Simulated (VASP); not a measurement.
# BeB (P1) in VASP: single point with PBE

Aim: the single point of BeB with PBE.

All numbers are computed with VASP 6.6.1; they aren't measurements. Logs are shortened: lines on timing, memory, paths and dates and some standing lists are left out, and cuts for length are marked.

## Step 1: The cell of the first run

The typed cell holds 12 atoms: a = 1.853 Å, b = 2.805 Å, c = 18.568 Å, α = 93.88°, β = 90.09°, γ = 99.61°.

## Step 2: Single point, PBE

Contents of INCAR:

```
ALGO = Normal
EDIFF = 1E-7
ENCUT = 520
GGA = PE
ISIF = 2
ISMEAR = 0
LASPH = T
LCHARG = F
LREAL = F
LWAVE = F
NBANDS = 27
NELM = 100
PREC = Accurate
SIGMA = 0.1
```

Contents of KPOINTS:

```
k-points
0
Gamma
  10 6 1
```

Contents of POSCAR:

```
BeB
1.0
    1.8526456091      0.0000000000      0.0000000000
   -0.4682750582      2.7653365620      0.0000000000
   -0.0276351275     -1.2791065105     18.5243670457
Be B
6 6
Direct
    0.9497638662      0.7682195736      0.3371064809
    0.0170637876      0.8543626619      0.8420856762
    0.0794918423      0.2498181377      0.5000735722
    0.0544397647      0.2253329118      0.9951421021
    0.0168468767      0.0574466763      0.1696096599
    0.0681491267      0.1758898926      0.6786170646
    0.5492389968      0.1892823445      0.4084385055
    0.5715160690      0.3273135362      0.9070332272
    0.5110468821      0.0691348824      0.0791387753
    0.5530133541      0.1602236480      0.5874107931
    0.4578461826      0.7664999218      0.2451493286
    0.5049165843      0.8231424801      0.7501948146
```

Potentials or basis: VASP PAW PBE potentials, release 64 (Be, B).

Started as:

```
cat potpaw_PBE.64/Be/POTCAR potpaw_PBE.64/B/POTCAR > POTCAR
mpirun -np 1 vasp_std > vasp.out
```

OUTCAR:

```text
EDIFF = 1E-7
   ENCUT = 520
   GGA = PE
   ISIF = 2
   ISMEAR = 0
   LASPH = T
   LREAL = F
   NELM = 100
   PREC = Accurate

 ion  position               nearest neighbor table
   1  0.950  0.768  0.337-   7 1.93  11 1.93   7 1.95  11 1.95   7 2.20
   2  0.017  0.854  0.842-   8 1.90  12 1.94  12 1.94   8 2.01   8 2.04
   3  0.079  0.250  0.500-  10 1.89  10 1.90   7 1.92   7 1.95
   4  0.054  0.225  0.995-   9 1.88   9 1.89   8 1.91   8 1.92
   5  0.017  0.057  0.170-  11 1.89   9 1.91  11 1.92   9 1.93
   6  0.068  0.176  0.679-  12 1.92  10 1.92  10 1.94  12 1.96  12 2.21
   7  0.549  0.189  0.408-   3 1.92   1 1.93   1 1.95   3 1.95   1 2.20
   8  0.572  0.327  0.907-   2 1.90   4 1.91   4 1.92   2 2.01   2 2.04
   9  0.511  0.069  0.079-   4 1.88   4 1.89   5 1.91   5 1.93
  10  0.553  0.160  0.587-   3 1.89   3 1.90   6 1.92   6 1.94
  11  0.458  0.766  0.245-   5 1.89   5 1.92   1 1.93   1 1.95
  12  0.505  0.823  0.750-   6 1.92   2 1.94   2 1.94   6 1.96   6 2.21

  LATTYP: Found a triclinic cell.
 ALAT       =     3.0925019197
 B/A-ratio  =     0.5990766238
 C/A-ratio  =     6.0043604483
 COS(alpha) =     0.0014882803
 COS(beta)  =     0.0622644306
 COS(gamma) =     0.4476539019

  Lattice vectors:

 A1 = (   1.3843705509,   2.7653365620,   0.0000000000)
 A2 = (   1.8526456091,   0.0000000000,   0.0000000000)
 A3 = (   0.0276351275,   1.2791065105, -18.5243670457)

Analysis of symmetry for initial positions (statically):
=====================================================================
 Subroutine PRICEL returns:
 Original cell was already a primitive cell.

 Routine SETGRP: Setting up the symmetry group for a
 triclinic supercell.

 Subroutine GETGRP returns: Found  1 space group operations
 (whereof  1 operations were pure point group operations)
 out of a pool of  2 trial point group operations.

The static configuration has the point symmetry C_1 .

Analysis of symmetry for dynamics (positions and initial velocities):
=====================================================================
 Subroutine PRICEL returns:
 Original cell was already a primitive cell.

 Routine SETGRP: Setting up the symmetry group for a
 triclinic supercell.

 Subroutine GETGRP returns: Found  1 space group operations
 (whereof  1 operations were pure point group operations)
 out of a pool of  2 trial point group operations.

The dynamic configuration has the point symmetry C_1 .

 Subroutine INISYM returns: Found  1 space group operations
 (whereof  1 operations are pure point group operations),
 and found     1 'primitive' translations

----------------------------------------------------------------------------------------

                                     Primitive cell

  volume of cell :      94.9038

  direct lattice vectors                    reciprocal lattice vectors
     1.852645609  0.000000000  0.000000000     0.539768640  0.091403048  0.007116616
    -0.468275058  2.765336562  0.000000000     0.000000000  0.361619636  0.024969816
    -0.027635127 -1.279106510 18.524367046     0.000000000  0.000000000  0.053982951

  length of vectors
     1.852645609  2.804704589 18.568496213     0.547499176  0.362480693  0.053982951

  position of ions in fractional coordinates (direct lattice)
     0.949763866  0.768219574  0.337106481
     0.017063788  0.854362662  0.842085676
     0.079491842  0.249818138  0.500073572
     0.054439765  0.225332912  0.995142102
     0.016846877  0.057446676  0.169609660
     0.068149127  0.175889893  0.678617065
     0.549238997  0.189282345  0.408438506
     0.571516069  0.327313536  0.907033227
     0.511046882  0.069134882  0.079138775
     0.553013354  0.160223648  0.587410793
     0.457846183  0.766499922  0.245149329
     0.504916584  0.823142480  0.750194815

  ion indices of the primitive-cell ions
   primitive index   ion index
                 1           1
                 2           2
                 3           3
                 4           4
                 5           5
                 6           6
                 7           7
                 8           8
                 9           9
                10          10
                11          11
                12          12

----------------------------------------------------------------------------------------

 KPOINTS: k-points

Automatic generation of k-mesh.
 Grid dimensions read from file:
 generate k-points for:   10    6    1

 Generating k-lattice:

  Cartesian coordinates                     Fractional coordinates (reciprocal lattice)
     0.053976864  0.009140305  0.000711662     0.100000000  0.000000000 -0.000000000
     0.000000000  0.060269939  0.004161636     0.000000000  0.166666667  0.000000000
     0.000000000  0.000000000  0.053982951     0.000000000  0.000000000  1.000000000

  Length of vectors
     0.054749918  0.060413449  0.053982951

  Shift w.r.t. Gamma in fractional coordinates (k-lattice)
     0.000000000  0.000000000  0.000000000

 Subroutine IBZKPT returns following result:
 ===========================================

 Found     32 irreducible k-points:

 Following reciprocal coordinates:
            Coordinates               Weight
  0.000000  0.000000  0.000000      1.000000
  0.100000  0.000000  0.000000      2.000000
  0.200000  0.000000  0.000000      2.000000
  0.300000 -0.000000  0.000000      2.000000
  0.400000  0.000000  0.000000      2.000000
  0.500000  0.000000  0.000000      1.000000
[... 16 lines left out ...]
 -0.400000  0.333333  0.000000      2.000000
 -0.300000  0.333333  0.000000      2.000000
 [... further k-points ...]
   k-points           NKPTS =     32   k-points in BZ     NKDIM =     32   number of bands    NBANDS=     27
   number of dos      NEDOS =    301   number of ions     NIONS =     12
   total plane-waves  NPLWV =  47040
   dimension x,y,z NGX =    14 NGY =   24 NGZ =  140
   dimension x,y,z NGXF=    28 NGYF=   48 NGZF=  280
   ions per type =               6   6
   NGX,Y,Z   is equivalent  to a cutoff of  12.56, 14.23, 12.53 a.u.
   NGXF,Y,Z  is equivalent  to a cutoff of  25.13, 28.45, 25.07 a.u.
 SYSTEM =  unknown system
   PREC   = accura    normal or accurate (medium, high low for compatibility)
   ISTART =      0    job   : 0-new  1-cont  2-samecut
   ICHARG =      2    charge: 1-file 2-atom 10-const
   ISPIN  =      1    spin polarized calculation?
   LNONCOLLINEAR =      F non collinear calculations
   LSORBIT =      F    spin-orbit coupling
   LASPH  =      T    aspherical Exc in radial PAW
   ENCUT  =  520.0 eV  38.22 Ry    6.18 a.u.   3.44  5.21 34.53*2*pi/ulx,y,z
   NELM   =    100;   NELMIN=  2; NELMDL= -5     # of ELM steps
   EDIFF  = 0.1E-06   stopping-criterion for ELM
   LREAL  =      F    real-space projection
   EDIFFG = 0.1E-05   stopping-criterion for IOM
   NSW    =      0    number of steps for IOM
   IBRION =     -1    ionic relax: 0-MD 1-quasi-New 2-CG
   NFREE  =      0    steps in history (QN), initial steepest desc. (CG)
   ISIF   =      2    stress and relaxation
   ISYM   =      2    0-nonsym 1-usesym 2-fastsym
   POTIM  = 0.5000    time-step for ionic-motion
   TEBEG  =    0.0;   TEEND  =   0.0 temperature during run
   PSTRESS=    0.0 pullay stress
   NELECT =      30.0000    total number of electrons
   NUPDOWN=      -1.0000    fix difference up-down
   EMIN   =  10.00;   EMAX   =-10.00  energy-range for DOS
   EFERMI =   0.00;   METHOD = LEGACY
   ISMEAR =     0;   SIGMA  =   0.10  broadening in eV -4-tet -1-fermi 0-gaus
   EFERMI_NEDOS =   21; number of points for ismear=-14 and -15
   IALGO  =     38    algorithm
   IMIX   =      4    mixing-type and parameters
     AMIX     =   0.40;   BMIX     =  1.00
     AMIX_MAG =   1.60;   BMIX_MAG =  1.00
  volume/ion in A,a.u.               =       7.91        53.37
  Fermi-wavevector in a.u.,A,eV,Ry     =   1.115203  2.107428 16.921269  1.243678
  Thomas-Fermi vector in A             =   2.251806
   LORBIT       =      0    0 simple, 1 ext, 2 COOP (PROOUT), +10 PAW based schemes
   GGA     = PE    functional components
   LHFCALC =     F    Hartree Fock is set to
   AEXX    =    0.0000 exact exchange contribution
   IVDW    =     0    specifies the selected vdW correction
   LEPSILON=     F    determine dielectric tensor
   LRPA    =     F    only Hartree local field effects (RPA)
 non-spin polarized calculation
 Gauss-broadening in eV      SIGMA  =   0.10
  energy-cutoff  :      520.00
  volume of cell :       94.90
 maximum number of plane-waves:      2604
 NGX is ok and might be reduce to    14
   NGX =  7   NGY = 11   NGZ = 69

 number of electron      30.0000000 magnetization

 Free energy of the ion-electron system (eV)
  ---------------------------------------------------
  ext. energy  EPLUGINS =         0.00000000
  ---------------------------------------------------
  free energy    TOTEN  =       -57.62903794 eV

  energy without entropy =      -57.62256155  energy(sigma->0) =      -57.62579975

 E-fermi :   6.1817     XC(G=0): -10.9149

 val. band max:        6.1367413696   @ k =   0.3000   0.1667   0.0000
 cond. band min:       6.2084751949   @ k =   0.4000   0.3333   0.0000
 fundamental gap:      0.0717338253
 Fermi energy:         6.1817252058

 k-point     1 :       0.0000    0.0000    0.0000
  band No.  band energies     occupation
      1      -7.1906      2.00000
      2      -7.0048      2.00000
      3      -6.6895      2.00000
      4      -6.2023      2.00000
      5      -5.9336      2.00000
      6      -5.4207      2.00000
[... 19 lines left out ...]
     26      13.2329      0.00000
     27      14.2706      0.00000

 k-point     2 :       0.1000    0.0000    0.0000
  band No.  band energies     occupation
      1      -6.8595      2.00000
      2      -6.6729      2.00000
      3      -6.3577      2.00000
      4      -5.8694      2.00000
      5      -5.5984      2.00000
      6      -5.0820      2.00000
[... 19 lines left out ...]
     26      13.6074      0.00000
     27      14.4477      0.00000

 k-point     3 :       0.2000    0.0000    0.0000
  band No.  band energies     occupation
      1      -5.8716      2.00000
      2      -5.6840      2.00000
      3      -5.3702      2.00000
      4      -4.8815      2.00000
      5      -4.6049      2.00000
      6      -4.0814      2.00000
[... 19 lines left out ...]
     26      14.2955      0.00000
     27      14.5221      0.00000

 k-point     4 :       0.3000   -0.0000    0.0000
  band No.  band energies     occupation
      1      -4.2449      2.00000
      2      -4.0608      2.00000
      3      -3.7530      2.00000
      4      -3.2785      2.00000
      5      -2.9999      2.00000
      6      -2.4823      2.00000
[... 19 lines left out ...]
     26      14.4700      0.00000
     27      14.7967      0.00000
[... 516 lines left out ...]
      4       1.1470      2.00000
      5       1.2158      2.00000
      6       1.3914      2.00000
[... 19 lines left out ...]
     26      12.3090      0.00000
     27      13.0578      0.00000

 k-point    23 :      -0.4000    0.3333    0.0000
  band No.  band energies     occupation
      1      -1.4757      2.00000
      2      -1.3220      2.00000
      3      -1.0214      2.00000
      4      -0.6847      2.00000
      5      -0.3955      2.00000
      6      -0.0256      2.00000
[... 19 lines left out ...]
     26      13.2037      0.00000
     27      13.9715      0.00000

 k-point    24 :      -0.3000    0.3333    0.0000
  band No.  band energies     occupation
      1      -3.3955      2.00000
      2      -3.2300      2.00000
      3      -2.9127      2.00000
      4      -2.5121      2.00000
      5      -2.1916      2.00000
      6      -1.7620      2.00000
[... 19 lines left out ...]
     26      12.7763      0.00000
     27      13.7852      0.00000

 [... further k-points ...]
[... 5 lines left out ...]
  --------------------------------------------------------------------------------------
  -------------------------------------------------------------------------------------
  Total        1.0613869      4.4574224     -2.3402175      3.8938915     -0.1346798     -0.2933669
  in kB       17.9184567     75.2507175    -39.5078212     65.7371244     -2.2736799     -4.9526538
  external PRESSURE =      17.8871177 kB  Pullay stress =       0.0000000 kB

 VOLUME and BASIS-vectors are now :
 -----------------------------------------------------------------------------
  energy-cutoff  :      520.00
  volume of cell :       94.90
      direct lattice vectors                 reciprocal lattice vectors
     1.852645609  0.000000000  0.000000000     0.539768640  0.091403048  0.007116616
    -0.468275058  2.765336562  0.000000000     0.000000000  0.361619636  0.024969816
    -0.027635127 -1.279106510 18.524367046     0.000000000  0.000000000  0.053982951

 POSITION                                       TOTAL-FORCE (eV/Angst)
 -----------------------------------------------------------------------------------
      1.39052      1.69319      6.24468         0.257277     -0.186492      0.255639
     -0.39173      1.28548     15.59910        -0.032556     -0.410731      0.192993
      0.01647      0.05118      9.26355        -0.181753      0.002220      0.055585
     -0.03216     -0.64977     18.43438        -0.125330      0.340566      0.234290
     -0.00038     -0.05809      3.14191        -0.029537      0.256703      0.279179
      0.02514     -0.38163     12.57095        -0.110215      0.224968      0.337231
      0.91762      0.00099      7.56606        -0.053565      0.293301     -0.115083
      0.88048     -0.25506     16.80222         0.064217      0.297909     -0.062371
      0.91223      0.08995      1.46600         0.104192     -0.106073     -0.192922
      0.93328     -0.30829     10.88141         0.110491      0.033296     -0.261770
      0.48252      1.80606      4.54124        -0.079079     -0.432855     -0.261543
      0.52924      1.31669     13.89688         0.075858     -0.312811     -0.461226
 -----------------------------------------------------------------------------------
    total drift:                               -0.000008     -0.000100     -0.000004

  FREE ENERGIE OF THE ION-ELECTRON SYSTEM (eV)
  ---------------------------------------------------
  free  energy   TOTEN  =       -57.6290379417 eV

  energy  without entropy=      -57.6225615539  energy(sigma->0) =      -57.62579975
```

Run time: 88 s. Hardware: 1 thread of Intel Xeon Platinum 8259CL at 2.50GHz (Skylake/Cascade Lake), shared host; peak memory 0.23 GiB.

What came out:

```yaml
Free_energy: -57.6290 eV
Pressure: 1.8 GPa
Largest_force: 0.562 eV/Å
Band_gap_on_the_k_mesh: zero (band 15 reaches 8.93 eV, above the bottom of band 16 at 1.52 eV)
```

Forces in eV/Å, atoms in the order of the input:
```
Be   0.257 -0.186  0.256
Be  -0.033 -0.411  0.193
Be  -0.182  0.002  0.056
Be  -0.125  0.341  0.234
Be  -0.030  0.257  0.279
Be  -0.110  0.225  0.337
B   -0.054  0.293 -0.115
B    0.064  0.298 -0.062
B    0.104 -0.106 -0.193
B    0.110  0.033 -0.262
B   -0.079 -0.433 -0.262
B    0.076 -0.313 -0.461
```

Caveat: the k points lie up to 0.38 Å⁻¹ apart.
